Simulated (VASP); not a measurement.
# C (Fd-3m) in VASP: further runs, part 2 of 2

VASP 6.6.1. The steps go on from the part before.

## Step 4: Single point, LDA

Contents of INCAR:

```
PREC = Accurate
ENCUT = 910
EDIFF = 1E-6
ISMEAR = 0
SIGMA = 0.01
LREAL = False
LASPH = True
NELM = 120
ALGO = Normal
ISIF = 2
LWAVE = False
LCHARG = True
LELF = True
LVHAR = True
NBANDS = 11
GGA_COMPAT = False
```

Contents of KPOINTS:

```
Automatic mesh
0
Gamma
  12 12 12
```

Contents of POSCAR:

```
C
1.0
    0.0000000000      1.7658722546      1.7658722546
    1.7658722546      0.0000000000      1.7658722546
    1.7658722546      1.7658722546      0.0000000000
C
2
Direct
    0.0000000000      0.0000000000      0.0000000000
    0.2500000000      0.2500000000      0.2500000000
```

Potentials or basis: VASP PAW LDA potentials, release 64 (C_h).

Run with:

```bash
$ cat potpaw_LDA.64/C_h/POTCAR > POTCAR
$ mpirun -np 1 vasp_std > vasp.out
```

OUTCAR:

```text
PREC = Accurate
   ENCUT = 910
   EDIFF = 1E-6
   ISMEAR = 0
   LREAL = False
   LASPH = True
   NELM = 120
   ISIF = 2

 ion  position               nearest neighbor table
   1  0.000  0.000  0.000-
   2  0.250  0.250  0.250-

  LATTYP: Found a face centered cubic cell.
 ALAT       =     3.5317445092

  Lattice vectors:

 A1 = (   0.0000000000,   1.7658722546,   1.7658722546)
 A2 = (   1.7658722546,   0.0000000000,   1.7658722546)
 A3 = (   1.7658722546,   1.7658722546,   0.0000000000)

Analysis of symmetry for initial positions (statically):
=====================================================================
 Subroutine PRICEL returns:
 Original cell was already a primitive cell.

 Routine SETGRP: Setting up the symmetry group for a
 face centered cubic supercell.

 Subroutine GETGRP returns: Found 48 space group operations
 (whereof 24 operations were pure point group operations)
 out of a pool of 48 trial point group operations.

The static configuration has the point symmetry T_d .
 The point group associated with its full space group is O_h .

Analysis of symmetry for dynamics (positions and initial velocities):
=====================================================================
 Subroutine PRICEL returns:
 Original cell was already a primitive cell.

 Routine SETGRP: Setting up the symmetry group for a
 face centered cubic supercell.

 Subroutine GETGRP returns: Found 48 space group operations
 (whereof 24 operations were pure point group operations)
 out of a pool of 48 trial point group operations.

The dynamic configuration has the point symmetry T_d .
 The point group associated with its full space group is O_h .

 Subroutine INISYM returns: Found 48 space group operations
 (whereof 24 operations are pure point group operations),
 and found     1 'primitive' translations

----------------------------------------------------------------------------------------

                                     Primitive cell
[... 114 lines left out ...]
  Thomas-Fermi vector in A             =   2.586753
   LORBIT       =      0    0 simple, 1 ext, 2 COOP (PROOUT), +10 PAW based schemes
   GGA     = CA    functional components
   LHFCALC =     F    Hartree Fock is set to
   AEXX    =    0.0000 exact exchange contribution
   IVDW    =     0    specifies the selected vdW correction
   LEPSILON=     F    determine dielectric tensor
   LRPA    =     F    only Hartree local field effects (RPA)
 non-spin polarized calculation
 Gauss-broadening in eV      SIGMA  =   0.01
  energy-cutoff  :      910.00
  volume of cell :       11.01
 maximum number of plane-waves:       701
 NGX is ok and might be reduce to    28
   NGX = 13   NGY = 13   NGZ = 13

 number of electron       8.0000000 magnetization

 Free energy of the ion-electron system (eV)
  ---------------------------------------------------
  ext. energy  EPLUGINS =         0.00000000
  ---------------------------------------------------
  free energy    TOTEN  =       -20.26676563 eV

  energy without entropy =      -20.26676563  energy(sigma->0) =      -20.26676563

 E-fermi :  11.4019     XC(G=0): -13.7973

 val. band max:       11.3384210395   @ k =   0.0000   0.0000   0.0000
 cond. band min:      15.5374202756   @ k =   0.3333   0.3333   0.0000
 fundamental gap:      4.1989992361
 Fermi energy:        11.4019037229

 k-point     1 :       0.0000    0.0000    0.0000
  band No.  band energies     occupation
      1     -10.3796      2.00000
      2      11.3384      2.00000
      3      11.3384      2.00000
      4      11.3384      2.00000
      5      16.9650      0.00000
      6      16.9650      0.00000
      7      16.9650      0.00000
      8      25.5702      0.00000
      9      30.7367      0.00000
     10      38.2908      0.00000
     11      38.2908      0.00000
[... 309 lines left out ...]
 k-point    24 :      -0.4167    0.1667    0.0000
  band No.  band energies     occupation
      1      -3.9849      2.00000
      2      -1.4480      2.00000
      3       5.7819      2.00000
      4       7.6568      2.00000
      5      18.9361      0.00000
      6      21.6767      0.00000
      7      22.9840      0.00000
      8      26.9345      0.00000
      9      30.8395      0.00000
     10      35.7276      0.00000
     11      36.1499      0.00000

 [... further k-points ...]
[... 5 lines left out ...]
  --------------------------------------------------------------------------------------
  -------------------------------------------------------------------------------------
  Total        0.0447975      0.0447975      0.0447975      0.0000000      0.0000000     -0.0000000
  in kB        6.5171377      6.5171377      6.5171377      0.0000000      0.0000000     -0.0000000
  external PRESSURE =       6.5171377 kB  Pullay stress =       0.0000000 kB

 VOLUME and BASIS-vectors are now :
 -----------------------------------------------------------------------------
  energy-cutoff  :      910.00
  volume of cell :       11.01
      direct lattice vectors                 reciprocal lattice vectors
     0.000000000  1.765872255  1.765872255    -0.283146189  0.283146189  0.283146189
     1.765872255  0.000000000  1.765872255     0.283146189 -0.283146189  0.283146189
     1.765872255  1.765872255  0.000000000     0.283146189  0.283146189 -0.283146189

 POSITION                                       TOTAL-FORCE (eV/Angst)
 -----------------------------------------------------------------------------------
      0.00000      0.00000      0.00000         0.000000      0.000000      0.000000
      0.88294      0.88294      0.88294        -0.000000     -0.000000     -0.000000
 -----------------------------------------------------------------------------------
    total drift:                                0.000000      0.000000     -0.000000

  FREE ENERGIE OF THE ION-ELECTRON SYSTEM (eV)
  ---------------------------------------------------
  free  energy   TOTEN  =       -20.2667656257 eV

  energy  without entropy=      -20.2667656257  energy(sigma->0) =      -20.26676563
```

stdout:

```text
POSCAR found type information on POSCAR C
 POSCAR found :  1 types and       2 ions
 scaLAPACK will be used
 LDA part: xc-table for (Slater(with rela. corr.)+CA(PZ))
 , standard interpolation
 POSCAR, INCAR and KPOINTS ok, starting setup
 FFT: planning ... GRIDC
 FFT: planning ... GRID_SOFT
 FFT: planning ... GRID
 WAVECAR not read
 entering main loop
```

It took 32 s on 1 thread of AMD EPYC 7R43 (Zen 3), shared host; peak memory 0.1 GiB.

What came out:

* Free energy: -20.2668 eV
* Pressure: 0.7 GPa
* Band gap on the k mesh: 4.20 eV, indirect (least direct gap 5.63 eV)

Caveat: the cutoff is under 1.25 times the usual one of these potentials, so pressure, stress and relaxed cells hold a basis-set (Pulay) error.

## Step 5: Summary

```csv
task,potentials or basis,cell,cutoff (eV),second run,gap on the mesh (eV),pressure (GPa)
single point,"VASP PAW LDA potentials, release 64 (C)","a = 2.497 Å, angles 60.0°, 2 atoms",520,-,4.20,1.6
relaxation of cell and atoms,"VASP PAW LDA potentials, release 64 (C)","relaxed from a = 2.522 Å, angles 60.0°, 2 atoms",600,-,4.19,0.0
single point,"VASP PAW LDA potentials, release 64 (C_h)","a = 2.497 Å, angles 60.0°, 2 atoms",910,hard_potentials,4.20,0.7
```

Alike in all rows: level LDA; no spin polarisation; k mesh 12 × 12 × 12; smearing gaussian 0.01 eV.

Caveats: the cutoff is under 1.25 times the usual one of these potentials, so pressure, stress and relaxed cells hold a basis-set (Pulay) error (some runs).

Total energies depend on the potentials used, so only differences within one code and one set of settings carry meaning.
